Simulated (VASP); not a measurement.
# MgS (Fm-3m) in VASP: further runs

Runs on MgS. Level: PBE. Tasks: single point.

Everything below comes from runs of VASP 6.6.1. Logs are shortened: lines on timing, memory, paths and dates and some standing lists are left out, and cuts for length are marked.

### 1 The cell of the first run

It takes space group Fm-3m (No. 225, cubic). The conventional cell has a = 4.943 Å, b = 4.943 Å, c = 4.943 Å, α = 90.00°, β = 90.00°, γ = 90.00°. Within 3.3 Å of Mg (site symmetry m-3m) lie 6 S at 2.47 Å. Within 3.3 Å of S (site symmetry m-3m) lie 6 Mg at 2.47 Å.

### 2 Single point, PBE (strain -5.0%)

Input file INCAR:

```
ALGO = Normal ; EDIFF = 1E-6
ENCUT = 520 ; GGA = PE
ISIF = 2 ; ISMEAR = 0
LASPH = T ; LCHARG = F
LREAL = F ; LWAVE = F
NBANDS = 11 ; NELM = 100
PREC = Accurate ; SIGMA = 0.01
```

Input file KPOINTS:

```
k-points
0
Gamma
  6 6 6
```

Input file POSCAR:

```
MgS
1.0
    0.0000000000      2.4714420402      2.4714420402
    2.4714420402      0.0000000000      2.4714420402
    2.4714420402      2.4714420402      0.0000000000
Mg S
1 1
Direct
    0.0000000000      0.0000000000      0.0000000000
    0.5000000000      0.5000000000      0.5000000000
```

Potentials or basis: VASP PAW PBE potentials, release 64 (Mg, S).

The run is started by

```bash
$ cat potpaw_PBE.64/Mg/POTCAR potpaw_PBE.64/S/POTCAR > POTCAR
$ mpirun -np 1 vasp_std > vasp.out
```

OUTCAR:

```text
EDIFF = 1E-6
   ENCUT = 520
   GGA = PE
   ISIF = 2
   ISMEAR = 0
   LASPH = T
   LREAL = F
   NELM = 100
   PREC = Accurate

 ion  position               nearest neighbor table
   1  0.000  0.000  0.000-   2 2.47   2 2.47   2 2.47   2 2.47   2 2.47   2 2.47
   2  0.500  0.500  0.500-   1 2.47   1 2.47   1 2.47   1 2.47   1 2.47   1 2.47

  LATTYP: Found a face centered cubic cell.
 ALAT       =     4.9428840804

  Lattice vectors:

 A1 = (   0.0000000000,   2.4714420402,   2.4714420402)
 A2 = (   2.4714420402,   0.0000000000,   2.4714420402)
 A3 = (   2.4714420402,   2.4714420402,   0.0000000000)

Analysis of symmetry for initial positions (statically):
=====================================================================
 Subroutine PRICEL returns:
 Original cell was already a primitive cell.

 Routine SETGRP: Setting up the symmetry group for a
 face centered cubic supercell.

 Subroutine GETGRP returns: Found 48 space group operations
 (whereof 48 operations were pure point group operations)
 out of a pool of 48 trial point group operations.

The static configuration has the point symmetry O_h .

Analysis of symmetry for dynamics (positions and initial velocities):
=====================================================================
 Subroutine PRICEL returns:
 Original cell was already a primitive cell.

 Routine SETGRP: Setting up the symmetry group for a
 face centered cubic supercell.

 Subroutine GETGRP returns: Found 48 space group operations
 (whereof 48 operations were pure point group operations)
 out of a pool of 48 trial point group operations.

The dynamic configuration has the point symmetry O_h .

 Subroutine INISYM returns: Found 48 space group operations
 (whereof 48 operations are pure point group operations),
 and found     1 'primitive' translations

----------------------------------------------------------------------------------------

                                     Primitive cell

  volume of cell :      30.1913

  direct lattice vectors                    reciprocal lattice vectors
     0.000000000  2.471442040  2.471442040    -0.202311036  0.202311036  0.202311036
     2.471442040  0.000000000  2.471442040     0.202311036 -0.202311036  0.202311036
     2.471442040  2.471442040  0.000000000     0.202311036  0.202311036 -0.202311036

  length of vectors
     3.495146852  3.495146852  3.495146852     0.350412994  0.350412994  0.350412994

  position of ions in fractional coordinates (direct lattice)
     0.000000000  0.000000000  0.000000000
     0.500000000  0.500000000  0.500000000

  ion indices of the primitive-cell ions
   primitive index   ion index
                 1           1
                 2           2

----------------------------------------------------------------------------------------

 KPOINTS: k-points

Automatic generation of k-mesh.
 Grid dimensions read from file:
 generate k-points for:    6    6    6

 Generating k-lattice:

  Cartesian coordinates                     Fractional coordinates (reciprocal lattice)
    -0.033718506  0.033718506  0.033718506     0.166666667  0.000000000  0.000000000
     0.033718506 -0.033718506  0.033718506     0.000000000  0.166666667  0.000000000
     0.033718506  0.033718506 -0.033718506     0.000000000  0.000000000  0.166666667

  Length of vectors
     0.058402166  0.058402166  0.058402166

  Shift w.r.t. Gamma in fractional coordinates (k-lattice)
     0.000000000  0.000000000  0.000000000

 Subroutine IBZKPT returns following result:
 ===========================================

 Found     16 irreducible k-points:

 Following reciprocal coordinates:
            Coordinates               Weight
  0.000000  0.000000  0.000000      1.000000
  0.166667  0.000000  0.000000      8.000000
  0.333333  0.000000  0.000000      8.000000
  0.500000  0.000000  0.000000      4.000000
  0.166667  0.166667  0.000000      6.000000
  0.333333  0.166667  0.000000     24.000000
[... 8 lines left out ...]
 -0.333333  0.333333  0.166667     24.000000
 -0.333333  0.500000  0.166667     12.000000
   k-points           NKPTS =     16   k-points in BZ     NKDIM =     16   number of bands    NBANDS=     11
   number of dos      NEDOS =    301   number of ions     NIONS =      2
   total plane-waves  NPLWV =  21952
   dimension x,y,z NGX =    28 NGY =   28 NGZ =   28
   dimension x,y,z NGXF=    56 NGYF=   56 NGZF=   56
   ions per type =               1   1
   NGX,Y,Z   is equivalent  to a cutoff of  13.32, 13.32, 13.32 a.u.
   NGXF,Y,Z  is equivalent  to a cutoff of  26.64, 26.64, 26.64 a.u.
 SYSTEM =  unknown system
   PREC   = accura    normal or accurate (medium, high low for compatibility)
   ISTART =      0    job   : 0-new  1-cont  2-samecut
   ICHARG =      2    charge: 1-file 2-atom 10-const
   ISPIN  =      1    spin polarized calculation?
   LNONCOLLINEAR =      F non collinear calculations
   LSORBIT =      F    spin-orbit coupling
   LASPH  =      T    aspherical Exc in radial PAW
   ENCUT  =  520.0 eV  38.22 Ry    6.18 a.u.   6.50  6.50  6.50*2*pi/ulx,y,z
   NELM   =    100;   NELMIN=  2; NELMDL= -5     # of ELM steps
   EDIFF  = 0.1E-05   stopping-criterion for ELM
   LREAL  =      F    real-space projection
   EDIFFG = 0.1E-04   stopping-criterion for IOM
   NSW    =      0    number of steps for IOM
   IBRION =     -1    ionic relax: 0-MD 1-quasi-New 2-CG
   NFREE  =      0    steps in history (QN), initial steepest desc. (CG)
   ISIF   =      2    stress and relaxation
   ISYM   =      2    0-nonsym 1-usesym 2-fastsym
   POTIM  = 0.5000    time-step for ionic-motion
   TEBEG  =    0.0;   TEEND  =   0.0 temperature during run
   PSTRESS=    0.0 pullay stress
   NELECT =       8.0000    total number of electrons
   NUPDOWN=      -1.0000    fix difference up-down
   EMIN   =  10.00;   EMAX   =-10.00  energy-range for DOS
   EFERMI =   0.00;   METHOD = LEGACY
   ISMEAR =     0;   SIGMA  =   0.01  broadening in eV -4-tet -1-fermi 0-gaus
   EFERMI_NEDOS =   21; number of points for ismear=-14 and -15
   IALGO  =     38    algorithm
   IMIX   =      4    mixing-type and parameters
     AMIX     =   0.40;   BMIX     =  1.00
     AMIX_MAG =   1.60;   BMIX_MAG =  1.00
  volume/ion in A,a.u.               =      15.10       101.87
  Fermi-wavevector in a.u.,A,eV,Ry     =   1.051504  1.987055 15.043436  1.105661
  Thomas-Fermi vector in A             =   2.186550
   LORBIT       =      0    0 simple, 1 ext, 2 COOP (PROOUT), +10 PAW based schemes
   GGA     = PE    functional components
   LHFCALC =     F    Hartree Fock is set to
   AEXX    =    0.0000 exact exchange contribution
   IVDW    =     0    specifies the selected vdW correction
   LEPSILON=     F    determine dielectric tensor
   LRPA    =     F    only Hartree local field effects (RPA)
 non-spin polarized calculation
 Gauss-broadening in eV      SIGMA  =   0.01
  energy-cutoff  :      520.00
  volume of cell :       30.19
 maximum number of plane-waves:       869
 NGX is ok and might be reduce to    28
   NGX = 13   NGY = 13   NGZ = 13

 number of electron       8.0000000 magnetization

 Free energy of the ion-electron system (eV)
  ---------------------------------------------------
  ext. energy  EPLUGINS =         0.00000000
  ---------------------------------------------------
  free energy    TOTEN  =        -8.24285512 eV

  energy without entropy =       -8.24285512  energy(sigma->0) =       -8.24285512

 E-fermi :   5.2872     XC(G=0): -10.3401

 val. band max:        5.2267556972   @ k =   0.0000   0.0000   0.0000
 cond. band min:       8.3184450036   @ k =   0.5000   0.5000   0.0000
 fundamental gap:      3.0916893064
 Fermi energy:         5.2871791470

 k-point     1 :       0.0000    0.0000    0.0000
  band No.  band energies     occupation
      1      -8.4186      2.00000
      2       5.2268      2.00000
      3       5.2268      2.00000
      4       5.2268      2.00000
      5      10.2798      0.00000
      6      13.0253      0.00000
      7      13.0253      0.00000
      8      13.0253      0.00000
      9      15.7093      0.00000
     10      15.7093      0.00000
     11      18.0870      0.00000

 k-point     2 :       0.1667    0.0000    0.0000
  band No.  band energies     occupation
      1      -8.0849      2.00000
      2       3.3965      2.00000
      3       4.9944      2.00000
      4       4.9944      2.00000
      5      10.9899      0.00000
      6      13.2465      0.00000
      7      13.4370      0.00000
      8      13.4370      0.00000
      9      15.1132      0.00000
     10      15.1132      0.00000
     11      18.8216      0.00000

 k-point     3 :       0.3333    0.0000    0.0000
  band No.  band energies     occupation
      1      -7.2497      2.00000
      2       0.7544      2.00000
      3       4.6032      2.00000
      4       4.6032      2.00000
      5      10.2957      0.00000
      6      12.7118      0.00000
      7      12.7118      0.00000
      8      16.0933      0.00000
      9      17.1219      0.00000
     10      17.1219      0.00000
     11      17.6800      0.00000

 k-point     4 :       0.5000    0.0000    0.0000
  band No.  band energies     occupation
      1      -6.6790      2.00000
      2      -0.4906      2.00000
      3       4.4343      2.00000
      4       4.4343      2.00000
      5       9.9730      0.00000
      6      12.2817      0.00000
      7      12.2817      0.00000
      8      16.9802      0.00000
      9      18.4146      0.00000
     10      20.2180      0.00000
     11      20.2180      0.00000
[... 127 lines left out ...]
 k-point    14 :       0.5000    0.3333    0.1667
  band No.  band energies     occupation
      1      -6.6626      2.00000
      2       0.9029      2.00000
      3       2.4998      2.00000
      4       3.6714      2.00000
      5      11.0133      0.00000
      6      11.7594      0.00000
      7      13.0369      0.00000
      8      16.0191      0.00000
      9      17.4137      0.00000
     10      21.1132      0.00000
     11      21.7980      0.00000

 k-point    15 :      -0.3333    0.3333    0.1667
  band No.  band energies     occupation
      1      -6.2650      2.00000
      2       0.5241      2.00000
      3       1.8970      2.00000
      4       3.2591      2.00000
      5      10.9730      0.00000
      6      12.2390      0.00000
      7      14.3805      0.00000
      8      14.6975      0.00000
      9      18.2811      0.00000
     10      20.6838      0.00000
     11      21.9541      0.00000

 k-point    16 :      -0.3333    0.5000    0.1667
  band No.  band energies     occupation
      1      -6.1208      2.00000
      2       0.6674      2.00000
      3       2.0452      2.00000
      4       2.5666      2.00000
      5      10.1233      0.00000
      6      11.2907      0.00000
      7      15.0897      0.00000
      8      15.6481      0.00000
      9      20.6776      0.00000
     10      21.7086      0.00000
     11      21.8639      0.00000

------------------------ aborting loop because EDIFF is reached ----------------------------------------

  FORCE on cell =-STRESS in cart. coord.  units (eV):
  Direction    XX          YY          ZZ          XY          YZ          ZX
  --------------------------------------------------------------------------------------
  -------------------------------------------------------------------------------------
  Total        3.2768329      3.2768329      3.2768329     -0.0000000      0.0000000     -0.0000000
  in kB      173.8935990    173.8935990    173.8935990     -0.0000000      0.0000000     -0.0000000
  external PRESSURE =     173.8935990 kB  Pullay stress =       0.0000000 kB

 VOLUME and BASIS-vectors are now :
 -----------------------------------------------------------------------------
  energy-cutoff  :      520.00
  volume of cell :       30.19
      direct lattice vectors                 reciprocal lattice vectors
     0.000000000  2.471442040  2.471442040    -0.202311036  0.202311036  0.202311036
     2.471442040  0.000000000  2.471442040     0.202311036 -0.202311036  0.202311036
     2.471442040  2.471442040  0.000000000     0.202311036  0.202311036 -0.202311036

 POSITION                                       TOTAL-FORCE (eV/Angst)
 -----------------------------------------------------------------------------------
      0.00000      0.00000      0.00000        -0.000000      0.000000     -0.000000
      2.47144      2.47144      2.47144         0.000000     -0.000000      0.000000
 -----------------------------------------------------------------------------------
    total drift:                                0.000000      0.000000      0.000000

  FREE ENERGIE OF THE ION-ELECTRON SYSTEM (eV)
  ---------------------------------------------------
  free  energy   TOTEN  =        -8.2428551174 eV

  energy  without entropy=       -8.2428551174  energy(sigma->0) =       -8.24285512
```

Wall time 8.6 s (1 thread of Intel Xeon 6975P-C, shared host); peak memory 0.15 GiB.

Results:

```yaml
Free_energy: -8.2429 eV
Pressure: 17.4 GPa
Band_gap_on_the_k_mesh: 3.09 eV, indirect (least direct gap 5.05 eV)
```

Levels at points of the mesh, in eV from the valence-band top:
```
           k point  band 1  band 2  band 3  band 4  band 5  band 6  band 7  band 8
(0.00, 0.00, 0.00)  -13.65    0.00    0.00    0.00    5.05    7.80    7.80    7.80
(0.50, 0.00, 0.00)  -11.91   -5.72   -0.79   -0.79    4.75    7.05    7.05   11.75
(0.50, 0.50, 0.00)  -11.40   -5.07   -2.06   -2.06    3.09    3.85   13.24   13.60
```

Caveat: the cell differs from its parent crystal (strain -5.0%). A k mesh can miss the band edges.

### 3 Single point, PBE

This run uses another cell than the first one, of 17.61 Å³/atom, 1.166 times its volume.

Input file INCAR:

```
SYSTEM = MgS
PREC = Accurate
ENCUT = 520
EDIFF = 1E-7
ISMEAR = 0
SIGMA = 0.01
LREAL = .FALSE.
LASPH = .TRUE.
NELM = 60
ALGO = Normal
ISIF = 2
LWAVE = .FALSE.
LCHARG = .TRUE.
GGA = PE
LELF = .TRUE.
LVHAR = .TRUE.
NBANDS = 11
```

Input file KPOINTS:

```
Automatic mesh
0
G
  6 6 6
  0 0 0
```

Input file POSCAR:

```
MgS
1.0
    0.0000000000      2.6015179370      2.6015179370
    2.6015179370      0.0000000000      2.6015179370
    2.6015179370      2.6015179370      0.0000000000
Mg S
1 1
Direct
    0.0000000000      0.0000000000      0.0000000000
    0.5000000000      0.5000000000      0.5000000000
```

Potentials or basis: VASP PAW PBE potentials, release 64 (Mg, S).

The run is started by

```bash
$ cat potpaw_PBE.64/Mg/POTCAR potpaw_PBE.64/S/POTCAR > POTCAR
$ mpirun -np 1 vasp_std > vasp.out
```

Wall time 11 s (1 thread of Intel Xeon 6975P-C, shared host); peak memory 0.15 GiB.

Results (log left out):

```yaml
Free_energy: -8.4992 eV
Pressure: 0.9 GPa
Band_gap_on_the_k_mesh: 2.77 eV, indirect (least direct gap 3.71 eV)
```

Levels at points of the mesh, in eV from the valence-band top:
```
           k point  band 1  band 2  band 3  band 4  band 5  band 6  band 7  band 8  band 9
(0.00, 0.00, 0.00)  -12.67    0.00    0.00    0.00    3.71    7.95    7.95    7.95   10.35
(0.50, 0.00, 0.00)  -11.36   -4.83   -0.59   -0.59    4.55    6.91    6.91   10.11   12.15
(0.50, 0.50, 0.00)  -10.99   -4.19   -1.68   -1.68    2.77    4.39   12.01   12.82   13.37
```

A k mesh can miss the band edges.
